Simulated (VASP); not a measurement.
# NaF (P4/mmm) in VASP: notebook

NaF is run at these levels: PBE, r2SCAN; tasks: single point.

Everything below comes from runs of VASP 6.6.1. Logs are shortened: lines on timing, memory, paths and dates and some standing lists are left out, and cuts for length are marked.

## 1. The cell of the first run

The structure is tetragonal, space group P4/mmm (No. 123). The conventional cell has a = 2.793 Å, b = 2.793 Å, c = 2.648 Å, α = 90.00°, β = 90.00°, γ = 90.00°. Na (site symmetry 4/mmm) has 8 F at 2.38 Å and 6 Na at 2.65 to 2.79 Å within 3.1 Å. F (site symmetry 4/mmm) has 8 Na at 2.38 Å and 6 F at 2.65 to 2.79 Å within 3.1 Å.

## 2. Single point, PBE (uniaxial x strain -5.2%)

The input, INCAR:

```
SYSTEM = NaF
PREC = Accurate
ENCUT = 520
EDIFF = 1E-7
ISMEAR = -1
SIGMA = 0.02
LREAL = .False.
LASPH = .True.
NELM = 80
ALGO = Normal
ISIF = 2
LWAVE = .False.
LCHARG = .False.
GGA = PE
NBANDS = 14
```

The input, KPOINTS:

```
regular mesh
0
Gamma
  10 10 10
  0 0 0
```

The input, POSCAR:

```
NaF
1.0
    2.6479446205      0.0000000000      0.0000000000
    0.0000000000      2.7934851994      0.0000000000
    0.0000000000      0.0000000000      2.7934851994
Na F
1 1
Direct
    0.0000000000      0.0000000000      0.0000000000
    0.5000000000      0.5000000000      0.5000000000
```

Potentials or basis: VASP PAW PBE potentials, release 64 (Na_pv, F).

Launch:

```bash
$ cat potpaw_PBE.64/Na_pv/POTCAR potpaw_PBE.64/F/POTCAR > POTCAR
$ mpirun -np 1 vasp_std > vasp.out
```

OUTCAR:

```text
SYSTEM = NaF
   PREC = Accurate
   ENCUT = 520
   EDIFF = 1E-7
   ISMEAR = -1
   LREAL = .False.
   LASPH = .True.
   NELM = 80
   ISIF = 2
   GGA = PE

 ion  position               nearest neighbor table
   1  0.000  0.000  0.000-
   2  0.500  0.500  0.500-

  LATTYP: Found a simple tetragonal cell.
 ALAT       =     2.7934851994
 C/A-ratio  =     0.9479000000

  Lattice vectors:

 A1 = (   0.0000000000,   2.7934851994,   0.0000000000)
 A2 = (   0.0000000000,   0.0000000000,   2.7934851994)
 A3 = (   2.6479446205,   0.0000000000,   0.0000000000)

Analysis of symmetry for initial positions (statically):
=====================================================================
 Subroutine PRICEL returns:
 Original cell was already a primitive cell.

 Routine SETGRP: Setting up the symmetry group for a
 simple tetragonal supercell.

 Subroutine GETGRP returns: Found 16 space group operations
 (whereof 16 operations were pure point group operations)
 out of a pool of 16 trial point group operations.

The static configuration has the point symmetry D_4h.

Analysis of symmetry for dynamics (positions and initial velocities):
=====================================================================
 Subroutine PRICEL returns:
 Original cell was already a primitive cell.

 Routine SETGRP: Setting up the symmetry group for a
 simple tetragonal supercell.

 Subroutine GETGRP returns: Found 16 space group operations
 (whereof 16 operations were pure point group operations)
 out of a pool of 16 trial point group operations.

The dynamic configuration has the point symmetry D_4h.

 Subroutine INISYM returns: Found 16 space group operations
 (whereof 16 operations are pure point group operations),
 and found     1 'primitive' translations

----------------------------------------------------------------------------------------

                                     Primitive cell

  volume of cell :      20.6634

  direct lattice vectors                    reciprocal lattice vectors
     2.647944621  0.000000000  0.000000000     0.377651403  0.000000000  0.000000000
     0.000000000  2.793485199  0.000000000     0.000000000  0.357975765  0.000000000
     0.000000000  0.000000000  2.793485199     0.000000000  0.000000000  0.357975765

  length of vectors
     2.647944621  2.793485199  2.793485199     0.377651403  0.357975765  0.357975765

  position of ions in fractional coordinates (direct lattice)
     0.000000000  0.000000000  0.000000000
     0.500000000  0.500000000  0.500000000

  ion indices of the primitive-cell ions
   primitive index   ion index
                 1           1
                 2           2

----------------------------------------------------------------------------------------

 KPOINTS: regular mesh

Automatic generation of k-mesh.
 Grid dimensions read from file:
 generate k-points for:   10   10   10

 Generating k-lattice:

  Cartesian coordinates                     Fractional coordinates (reciprocal lattice)
     0.037765140  0.000000000  0.000000000     0.100000000  0.000000000  0.000000000
     0.000000000  0.035797576  0.000000000     0.000000000  0.100000000  0.000000000
     0.000000000  0.000000000  0.035797576     0.000000000  0.000000000  0.100000000

  Length of vectors
     0.037765140  0.035797576  0.035797576

  Shift w.r.t. Gamma in fractional coordinates (k-lattice)
     0.000000000  0.000000000  0.000000000

 Subroutine IBZKPT returns following result:
 ===========================================

 Found    126 irreducible k-points:

 Following reciprocal coordinates:
            Coordinates               Weight
  0.000000  0.000000  0.000000      1.000000
  0.100000  0.000000  0.000000      2.000000
  0.200000  0.000000  0.000000      2.000000
  0.300000  0.000000  0.000000      2.000000
  0.400000  0.000000  0.000000      2.000000
  0.500000  0.000000  0.000000      1.000000
[... 16 lines left out ...]
  0.400000  0.300000  0.000000      8.000000
  0.500000  0.300000  0.000000      4.000000
 [... further k-points ...]
   k-points           NKPTS =    126   k-points in BZ     NKDIM =    126   number of bands    NBANDS=     14
   number of dos      NEDOS =    301   number of ions     NIONS =      2
   total plane-waves  NPLWV =  11520
   dimension x,y,z NGX =    20 NGY =   24 NGZ =   24
   dimension x,y,z NGXF=    40 NGYF=   48 NGZF=   48
   ions per type =               1   1
   NGX,Y,Z   is equivalent  to a cutoff of  12.56, 14.28, 14.28 a.u.
   NGXF,Y,Z  is equivalent  to a cutoff of  25.11, 28.57, 28.57 a.u.
 SYSTEM =  NaF
   PREC   = accura    normal or accurate (medium, high low for compatibility)
   ISTART =      0    job   : 0-new  1-cont  2-samecut
   ICHARG =      2    charge: 1-file 2-atom 10-const
   ISPIN  =      1    spin polarized calculation?
   LNONCOLLINEAR =      F non collinear calculations
   LSORBIT =      F    spin-orbit coupling
   LASPH  =      T    aspherical Exc in radial PAW
   ENCUT  =  520.0 eV  38.22 Ry    6.18 a.u.   4.92  5.19  5.19*2*pi/ulx,y,z
   NELM   =     80;   NELMIN=  2; NELMDL= -5     # of ELM steps
   EDIFF  = 0.1E-06   stopping-criterion for ELM
   LREAL  =      F    real-space projection
   EDIFFG = 0.1E-05   stopping-criterion for IOM
   NSW    =      0    number of steps for IOM
   IBRION =     -1    ionic relax: 0-MD 1-quasi-New 2-CG
   NFREE  =      0    steps in history (QN), initial steepest desc. (CG)
   ISIF   =      2    stress and relaxation
   ISYM   =      2    0-nonsym 1-usesym 2-fastsym
   POTIM  = 0.5000    time-step for ionic-motion
   TEBEG  =    0.0;   TEEND  =   0.0 temperature during run
   PSTRESS=    0.0 pullay stress
   NELECT =      14.0000    total number of electrons
   NUPDOWN=      -1.0000    fix difference up-down
   EMIN   =  10.00;   EMAX   =-10.00  energy-range for DOS
   EFERMI =   0.00;   METHOD = LEGACY
   ISMEAR =    -1;   SIGMA  =   0.02  broadening in eV -4-tet -1-fermi 0-gaus
   EFERMI_NEDOS =   21; number of points for ismear=-14 and -15
   IALGO  =     38    algorithm
   IMIX   =      4    mixing-type and parameters
     AMIX     =   0.40;   BMIX     =  1.00
     AMIX_MAG =   1.60;   BMIX_MAG =  1.00
  volume/ion in A,a.u.               =      10.33        69.72
  Fermi-wavevector in a.u.,A,eV,Ry     =   1.437861  2.717164 28.129294  2.067445
  Thomas-Fermi vector in A             =   2.556892
   LORBIT       =      0    0 simple, 1 ext, 2 COOP (PROOUT), +10 PAW based schemes
   GGA     = PE    functional components
   LHFCALC =     F    Hartree Fock is set to
   AEXX    =    0.0000 exact exchange contribution
   IVDW    =     0    specifies the selected vdW correction
   LEPSILON=     F    determine dielectric tensor
   LRPA    =     F    only Hartree local field effects (RPA)
 non-spin polarized calculation
  energy-cutoff  :      520.00
  volume of cell :       20.66
 maximum number of plane-waves:       576
 NGX is ok and might be reduce to    20
   NGX =  9   NGY = 11   NGZ = 11

 number of electron      14.0000000 magnetization

 Free energy of the ion-electron system (eV)
  ---------------------------------------------------
  ext. energy  EPLUGINS =         0.00000000
  ---------------------------------------------------
  free energy    TOTEN  =        -8.16170236 eV

  energy without entropy =       -8.16170236  energy(sigma->0) =       -8.16170236

 E-fermi :   0.4713     XC(G=0): -10.2056

 val. band max:       -0.0612643468   @ k =   0.0000   0.5000   0.5000
 cond. band min:       6.1680462049   @ k =   0.0000   0.0000   0.0000
 fundamental gap:      6.2293105517
 Fermi energy:         0.4712869081

 k-point     1 :       0.0000    0.0000    0.0000
  band No.  band energies     occupation
      1     -20.3304      2.00000
      2     -20.2546      2.00000
      3     -20.2546      2.00000
      4     -20.2238      2.00000
      5      -0.7676      2.00000
      6      -0.7676      2.00000
      7      -0.3525      2.00000
      8       6.1680      0.00000
      9      15.2146      0.00000
     10      16.3087      0.00000
     11      24.0165      0.00000
     12      24.0165      0.00000
     13      25.8219      0.00000
     14      30.6336      0.00000

 k-point     2 :       0.1000    0.0000    0.0000
  band No.  band energies     occupation
      1     -20.5471      2.00000
      2     -20.2498      2.00000
      3     -20.2498      2.00000
      4     -20.0023      2.00000
      5      -0.7498      2.00000
      6      -0.7498      2.00000
      7      -0.6902      2.00000
      8       6.5342      0.00000
      9      15.4270      0.00000
     10      16.2067      0.00000
     11      23.9808      0.00000
     12      23.9808      0.00000
     13      26.0584      0.00000
     14      30.8454      0.00000

 k-point     3 :       0.2000    0.0000    0.0000
  band No.  band energies     occupation
      1     -20.7911      2.00000
      2     -20.2374      2.00000
      3     -20.2374      2.00000
      4     -19.7410      2.00000
      5      -1.4700      2.00000
      6      -0.7027      2.00000
      7      -0.7027      2.00000
      8       7.4624      0.00000
      9      15.7522      0.00000
     10      16.0638      0.00000
     11      23.8912      0.00000
     12      23.8912      0.00000
     13      26.9785      0.00000
     14      28.8760      0.00000
[... 324 lines left out ...]
 k-point    23 :       0.4000    0.3000    0.0000
  band No.  band energies     occupation
      1     -20.8331      2.00000
      2     -20.4156      2.00000
      3     -20.1931      2.00000
      4     -19.4803      2.00000
      5      -2.4618      2.00000
      6      -1.7351      2.00000
      7      -0.4627      2.00000
      8      11.5110      0.00000
      9      14.0336      0.00000
     10      16.1897      0.00000
     11      19.2112      0.00000
     12      23.6319      0.00000
     13      24.4220      0.00000
     14      26.5260      0.00000

 k-point    24 :       0.5000    0.3000    0.0000
  band No.  band energies     occupation
      1     -20.8522      2.00000
      2     -20.3857      2.00000
      3     -20.1889      2.00000
      4     -19.4895      2.00000
      5      -2.6401      2.00000
      6      -1.6769      2.00000
      7      -0.4370      2.00000
      8      12.4611      0.00000
      9      12.9932      0.00000
     10      16.7323      0.00000
     11      18.3677      0.00000
     12      23.6668      0.00000
     13      24.1489      0.00000
     14      28.0989      0.00000

 [... further k-points ...]
[... 5 lines left out ...]
  --------------------------------------------------------------------------------------
  -------------------------------------------------------------------------------------
  Total        1.9271029      0.6636733      0.6636733      0.0000000      0.0000000     -0.0000000
  in kB      149.4217554     51.4592292     51.4592292      0.0000000      0.0000000     -0.0000000
  external PRESSURE =      84.1134046 kB  Pullay stress =       0.0000000 kB

 VOLUME and BASIS-vectors are now :
 -----------------------------------------------------------------------------
  energy-cutoff  :      520.00
  volume of cell :       20.66
      direct lattice vectors                 reciprocal lattice vectors
     2.647944621  0.000000000  0.000000000     0.377651403  0.000000000  0.000000000
     0.000000000  2.793485199  0.000000000     0.000000000  0.357975765  0.000000000
     0.000000000  0.000000000  2.793485199     0.000000000  0.000000000  0.357975765

 POSITION                                       TOTAL-FORCE (eV/Angst)
 -----------------------------------------------------------------------------------
      0.00000      0.00000      0.00000         0.000000      0.000000      0.000000
      1.32397      1.39674      1.39674         0.000000      0.000000      0.000000
 -----------------------------------------------------------------------------------
    total drift:                               -0.000000      0.000000      0.000000

  FREE ENERGIE OF THE ION-ELECTRON SYSTEM (eV)
  ---------------------------------------------------
  free  energy   TOTEN  =        -8.1617023649 eV

  energy  without entropy=       -8.1617023649  energy(sigma->0) =       -8.16170236
```

Run time: 12 s. Hardware: 1 thread of Intel Xeon 6975P-C (Granite Rapids), shared host; peak memory 0.14 GiB.

What came out:

| Property | Result |
| --- | --- |
| Free energy | -8.1617 eV |
| Pressure | 8.4 GPa |
| Band gap on the k mesh | 6.23 eV, indirect (least direct gap 6.52 eV) |

Stress tensor (GPa, compression positive):
```
14.94  0.00  0.00
 0.00  5.15  0.00
 0.00  0.00  5.15
```

Caveat: the cell differs from its parent crystal (uniaxial x strain -5.2%). A k mesh can miss the band edges.

## 3. Single point, PBE (uniaxial z strain +2.7%)

The input, INCAR:

```
  ALGO = Normal
  EDIFF = 1E-6
  ENCUT = 520
  GGA = PE
  ISIF = 2
  ISMEAR = -1
  LASPH = True
  LCHARG = False
  LREAL = False
  LWAVE = False
  NBANDS = 14
  NELM = 60
  PREC = Accurate
  SIGMA = 0.02
```

The input, KPOINTS:

```
k-points
0
Gamma
  10 10 10
```

The input, POSCAR:

```
NaF
1.0
    2.7934851994      0.0000000000      0.0000000000
    0.0000000000      2.7934851994      0.0000000000
    0.0000000000      0.0000000000      2.8686299512
Na F
1 1
Direct
    0.0000000000      0.0000000000      0.0000000000
    0.5000000000      0.5000000000      0.5000000000
```

Potentials or basis: VASP PAW PBE potentials, release 64 (Na_pv, F).

Launch:

```bash
$ cat potpaw_PBE.64/Na_pv/POTCAR potpaw_PBE.64/F/POTCAR > POTCAR
$ mpirun -np 1 vasp_std > vasp.out
```

Wall time 9.8 s (1 thread of Intel Xeon 6975P-C (Granite Rapids), shared host); peak memory 0.15 GiB.

It converged, with:

```yaml
Free_energy: -8.2383 eV
Pressure: 2.5 GPa
Band_gap_on_the_k_mesh: 5.89 eV, indirect (least direct gap 6.20 eV)
```

Stress tensor (GPa, compression positive):
```
 3.95  0.00  0.00
 0.00  3.95  0.00
 0.00  0.00 -0.36
```

Levels at points of the mesh, in eV from the valence-band top:
| k point | band 5 | band 6 | band 7 | band 8 | band 9 | band 10 |
| --- | --- | --- | --- | --- | --- | --- |
| (0.00, 0.00, 0.00) | -0.50 | -0.31 | -0.31 | 5.89 | 15.37 | 15.85 |
| (0.50, 0.00, 0.00) | -2.62 | -0.36 | -0.18 | 10.60 | 11.69 | 19.71 |
| (0.50, 0.50, 0.00) | -1.86 | -1.86 | -0.13 | 11.92 | 15.08 | 15.08 |
| (0.00, 0.00, 0.50) | -2.63 | -0.21 | -0.21 | 10.62 | 11.36 | 19.75 |
| (0.50, 0.00, 0.50) | -1.92 | -1.85 | 0.00 | 11.70 | 14.77 | 15.06 |
| (0.50, 0.50, 0.50) | -1.66 | -1.66 | -1.60 | 14.18 | 14.18 | 14.21 |

Caveat: the cell differs from its parent crystal (uniaxial z strain +2.7%). A k mesh can miss the band edges.

## 4. Single point, PBE (biaxial xy strain +4.0%)

The input, INCAR:

```
PREC = Accurate
ENCUT = 520
EDIFF = 1E-6
ISMEAR = -1
SIGMA = 0.02
LREAL = False
LASPH = True
NELM = 100
ALGO = Normal
ISIF = 2
LWAVE = False
LCHARG = False
GGA = PE
NBANDS = 14
```

The input, KPOINTS:

```
regular mesh
0
Gamma
  10 10 10
```

The input, POSCAR:

```
NaF
1.0
    2.9038278647      0.0000000000      0.0000000000
    0.0000000000      2.9038278647      0.0000000000
    0.0000000000      0.0000000000      2.7934851994
Na F
1 1
Direct
    0.0000000000      0.0000000000      0.0000000000
    0.5000000000      0.5000000000      0.5000000000
```

Launch:

```bash
$ cat potpaw_PBE.64/Na_pv/POTCAR potpaw_PBE.64/F/POTCAR > POTCAR
$ mpirun -np 1 vasp_std > vasp.out
```

Wall time 9.8 s (1 thread of Intel Xeon 6975P-C (Granite Rapids), shared host); peak memory 0.15 GiB.

Results (log left out):

* Free energy: -8.2424 eV
* Pressure: -0.2 GPa
* Band gap on the k mesh: 5.49 eV, indirect (least direct gap 5.75 eV)

Stress tensor (GPa, compression positive):
```
-2.20  0.00  0.00
 0.00 -2.20  0.00
 0.00  0.00  3.67
```

Levels at points of the mesh, in eV from the valence-band top:
| k point | band 4 | band 5 | band 6 | band 7 | band 8 | band 9 | band 10 | band 11 |
| --- | --- | --- | --- | --- | --- | --- | --- | --- |
| (0.00, 0.00, 0.00) | -19.82 | -0.52 | -0.52 | -0.26 | 5.49 | 14.93 | 15.65 | 22.27 |
| (0.50, 0.00, 0.00) | -19.22 | -2.55 | -0.41 | -0.16 | 10.13 | 10.87 | 19.24 | 20.62 |
| (0.50, 0.50, 0.00) | -19.41 | -1.87 | -1.87 | 0.00 | 11.14 | 14.19 | 14.19 | 15.22 |
| (0.00, 0.00, 0.50) | -19.20 | -2.53 | -0.36 | -0.36 | 10.14 | 11.33 | 19.20 | 20.29 |
| (0.50, 0.00, 0.50) | -19.35 | -1.88 | -1.78 | -0.19 | 11.47 | 14.24 | 14.64 | 14.75 |
| (0.50, 0.50, 0.50) | -19.17 | -1.66 | -1.58 | -1.58 | 13.69 | 13.75 | 13.75 | 18.23 |

Caveat: the cell differs from its parent crystal (biaxial xy strain +4.0%). A k mesh can miss the band edges.

## 5. Single point, r2SCAN (uniaxial x strain -5.2%)

The input, POSCAR:

```
NaF
1.0
    2.6479446205      0.0000000000      0.0000000000
    0.0000000000      2.7934851994      0.0000000000
    0.0000000000      0.0000000000      2.7934851994
Na F
1 1
Direct
    0.0000000000      0.0000000000      0.0000000000
    0.5000000000      0.5000000000      0.5000000000
```

The input, INCAR.step1:

```
ALGO     = Normal         # electronic algorithm
EDIFF    = 1E-4           # SCF threshold, eV
ENCUT    = 520            # plane-wave cutoff, eV
GGA      = PE             # functional
ISMEAR   = 0              # smearing method
LASPH    = T              # aspherical terms in the spheres
LCHARG   = F              # write CHGCAR
LREAL    = F              # projectors in reciprocal space
LWAVE    = T              # write WAVECAR
NBANDS   = 14             # bands
NELM     = 60             # most SCF steps
PREC     = Accurate       # precision mode
SIGMA    = 0.01           # smearing width, eV
```

The input, INCAR.step2:

```
ALGO     = Normal         # electronic algorithm
EDIFF    = 1E-7           # SCF threshold, eV
ENCUT    = 520            # plane-wave cutoff, eV
ISIF     = 2              # what is computed and relaxed
ISMEAR   = 0              # smearing method
ISTART   = 1            
LASPH    = T              # aspherical terms in the spheres
LCHARG   = F              # write CHGCAR
LMIXTAU  = T            
LREAL    = F              # projectors in reciprocal space
LWAVE    = F              # write WAVECAR
METAGGA  = R2SCAN         # meta-GGA
NBANDS   = 14             # bands
NELM     = 60             # most SCF steps
PREC     = Accurate       # precision mode
SIGMA    = 0.01           # smearing width, eV
```

The input, KPOINTS:

```
k-points
0
Gamma
  10 10 10
```

Launch:

```bash
$ cat potpaw_PBE.64/Na_pv/POTCAR potpaw_PBE.64/F/POTCAR > POTCAR
$ cp INCAR.step1 INCAR
$ mpirun -np 1 vasp_std > vasp.out
$ cp INCAR.step2 INCAR
$ mpirun -np 1 vasp_std > vasp.out
```

It took 53 s on 1 thread of Intel Xeon 6975P-C (Granite Rapids), shared host; peak memory 0.15 GiB.

Results (log left out):

| Property | Result |
| --- | --- |
| Free energy | -12.2826 eV |
| Pressure | 2.8 GPa |
| Band gap on the k mesh | 7.25 eV, indirect (least direct gap 7.54 eV) |

Stress tensor (GPa, compression positive):
```
 9.60  0.00  0.00
 0.00 -0.61  0.00
 0.00  0.00 -0.61
```

Levels at points of the mesh, in eV from the valence-band top:
| k point | band 5 | band 6 | band 7 | band 8 | band 9 | band 10 |
| --- | --- | --- | --- | --- | --- | --- |
| (0.00, 0.00, 0.00) | -0.71 | -0.71 | -0.29 | 7.25 | 15.97 | 17.08 |
| (0.50, 0.00, 0.00) | -3.04 | -0.52 | -0.52 | 12.16 | 13.75 | 20.64 |
| (0.00, 0.50, 0.00) | -3.04 | -0.61 | -0.19 | 12.11 | 13.06 | 20.72 |
| (0.50, 0.50, 0.00) | -2.32 | -2.13 | -0.30 | 13.25 | 16.50 | 16.73 |
| (0.00, 0.50, 0.50) | -2.28 | -2.28 | 0.00 | 12.89 | 16.60 | 16.60 |
| (0.50, 0.50, 0.50) | -2.15 | -1.99 | -1.99 | 15.72 | 15.72 | 15.77 |

Caveat: the cell differs from its parent crystal (uniaxial x strain -5.2%); the PAW data sets were made with another functional, which shifts forces and pressure a little. A k mesh can miss the band edges.

## 6. Overview

```csv
level,cell,smearing,gap on the mesh (eV),pressure (GPa)
PBE,"a = 2.648, b = 2.793, c = 2.793 Å, 2 atoms",fermi-dirac 0.02 eV,6.23,8.4
PBE,"a = 2.793, b = 2.793, c = 2.869 Å, 2 atoms",fermi-dirac 0.02 eV,5.89,2.5
PBE,"a = 2.904, b = 2.904, c = 2.793 Å, 2 atoms",fermi-dirac 0.02 eV,5.49,-0.2
r2SCAN,"a = 2.648, b = 2.793, c = 2.793 Å, 2 atoms",gaussian 0.01 eV,7.25,2.8
```

Alike in all rows: task single point; potentials or basis VASP PAW PBE potentials, release 64 (Na_pv, F); no spin polarisation; k mesh 10 × 10 × 10; cutoff (eV) 520.

Caveats: the PAW data sets were made with another functional, which shifts forces and pressure a little (some runs).

Absolute energies hang on the potentials; compare differences alone.
